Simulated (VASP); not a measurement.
Input of a VASP 6.6.1 run:

Contents of INCAR:

```
SYSTEM = Si
PREC = Accurate
ENCUT = 520
EDIFF = 1E-6
ISMEAR = 0
SIGMA = 0.05
LREAL = Auto
LASPH = .TRUE.
NELM = 60
ALGO = Normal
ISIF = 2
LWAVE = .FALSE.
LCHARG = .FALSE.
LDIPOL = .TRUE.
IDIPOL = 3
DIPOL = 0.5 0.5 0.499
GGA = PE
IVDW = 12
NBANDS = 46
```

File KPOINTS:

```
regular mesh
0
G
  4 6 1
  0 0 0
```

File POSCAR:

```
Si
1.0
    7.6671877233      0.0000000000      0.0000000000
    0.0000000000      5.4215204318      0.0000000000
    0.0000000000      0.0000000000     22.7503907925
Si
16
Direct
    0.2500000000      0.0000000000      0.3736199557
    0.7500000000      0.0000000000      0.3736199557
    0.5000000000      0.2500000000      0.3736199557
    0.0000000000      0.2500000000      0.3736199557
    0.5000000000      0.5000000000      0.4578733186
    0.0000000000      0.5000000000      0.4578733186
    0.7500000000      0.7500000000      0.4578733186
    0.2500000000      0.7500000000      0.4578733186
    0.7500000000      0.0039556684      0.5425036376
    0.2500000000      0.0039556684      0.5425036376
    0.0000000000      0.2460443316      0.5425036376
    0.5000000000      0.2460443316      0.5425036376
    0.0000000000      0.5088953802      0.6220317383
    0.5000000000      0.5088953802      0.6220317383
    0.2500000000      0.7411046198      0.6220317383
    0.7500000000      0.7411046198      0.6220317383
```

Potentials or basis: VASP PAW PBE potentials, release 64 (Si).

Command:

```console
$ cat potpaw_PBE.64/Si/POTCAR > POTCAR
$ mpirun -np 1 vasp_std > vasp.out
```

Q: What does it give for the dispersion energy per atom?

A: -0.266 eV.

Q: What does it give for the largest force?

A: 0.388 eV/Å.

Q: What does it give for the band gap on the k mesh?

A: Zero (band 32 reaches -1.11 eV, above the bottom of band 33 at -1.23 eV).

Forces in eV/Å, atoms in the order of the input:
```
Si   0.000  0.349  0.170
Si   0.000  0.349  0.170
Si   0.000 -0.349  0.170
Si   0.000 -0.349  0.170
Si   0.000  0.064 -0.158
Si   0.000  0.064 -0.158
Si   0.000 -0.064 -0.158
Si   0.000 -0.064 -0.158
Si   0.000  0.002 -0.009
Si   0.000  0.002 -0.009
Si   0.000 -0.002 -0.009
Si   0.000 -0.002 -0.009
Si   0.000 -0.010 -0.003
Si   0.000 -0.010 -0.003
Si   0.000  0.010 -0.003
Si   0.000  0.010 -0.003
```
